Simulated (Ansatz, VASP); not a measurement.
**PbF2 in VASP and in Ansatz**

INCAR

```
SYSTEM = PbF2
PREC = Accurate ; ENCUT = 600
EDIFF = 1E-6 ; ISMEAR = 0
SIGMA = 0.05 ; LREAL = .False.
LASPH = .True. ; NELM = 120
ALGO = Normal ; ISIF = 2
LWAVE = .False. ; LCHARG = .False.
GGA = PS ; NBANDS = 21
GGA_COMPAT = .False.
```

KPOINTS

```
Automatic mesh
0
Gamma
  6 6 6
  0 0 0
```

The input POSCAR:

```
PbF2
1.0
    0.0000000000      2.9604390429      2.9604390429
    2.9604390429      0.0000000000      2.9604390429
    2.9604390429      2.9604390429      0.0000000000
Pb F
1 2
Direct
    0.0000000000      0.0000000000      0.0000000000
    0.2500000000      0.2500000000      0.2500000000
    0.7500000000      0.7500000000      0.7500000000
```

Input for Ansatz:

```yaml
crystal:
  lattice:
    - [0.0, 2.9604390429, 2.9604390429]
    - [2.9604390429, 0.0, 2.9604390429]
    - [2.9604390429, 2.9604390429, 0.0]
  atoms:
    - { symbol: Pb, position: [0.0, 0.0, 0.0] }
    - { symbol: F, position: [0.25, 0.25, 0.25] }
    - { symbol: F, position: [0.75, 0.75, 0.75] }
kpoints:
  mp_grid: { grid: [6, 6, 6] }
hamiltonian:
  xc: pbesol
scf:
  occupations: { method: gaussian, width: 0.05 }
  n_extra_bands: 4
output:
  forces: true
  stress: true
  eigenvalues: true
```

Alike in both runs: task single point; functional PBEsol; k mesh 6 × 6 × 6; occupations gaussian, width 0.05 eV; no spin polarisation.

|  | VASP | Ansatz |
| --- | --- | --- |
| version | VASP 6.6.1 | Ansatz 0.2.0 |
| potentials or method | VASP PAW PBE potentials, release 64 (Pb_d, F) | plane waves |
| plane-wave cutoff (eV) | 600 | 420 |
| valence electrons in the cell | 28 | 28 |

VASP gave:

| Property | Result |
| --- | --- |
| gap on the k mesh at the Fermi level (eV) | 4.33 |
| pressure (GPa) | -1.1 |

Estimate Ansatz's values.

gap on the k mesh at the Fermi level (eV): 4.33; pressure (GPa): -0.8.

VASP's potentials were made for PBE, not for PBEsol. The functional is the same, so the differences come from potentials, cutoffs and numerics.

Neither program's run includes spin-orbit coupling.
